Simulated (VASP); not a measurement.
Ga:

```xyz
1
Lattice="2.7161 0.0000 0.0000 0.0000 2.7161 0.0000 0.0000 0.0000 2.7172" Properties=species:S:1:pos:R:3 pbc="T T T"
Ga    0.0000    0.0000    0.0000
```

Base run:

| Property | Result |
| --- | --- |
| Program | VASP 6.6.1 |
| Functional | PBE |
| Potentials or basis | VASP PAW PBE potentials, release 64 (Ga_d) |
| Cutoff | 520 eV |
| k mesh | 20 × 20 × 20 |
| Occupations | gaussian, width 0.1 eV |
| Spin | no spin polarisation |

Its results: pressure 0.1 GPa.

Task: The run is repeated on the same cell with these changes: functional from PBE to r2SCAN; further incar settings from ALGO = Normal; EDIFF = 1e-07; NBANDS = 12 to ALGO = Normal; EDIFF = 1e-06; NBANDS = 12. What comes out?

Result: Pressure -2.5 GPa.

Caveats: the PAW data sets were made with another functional, which shifts forces and pressure a little (some runs).
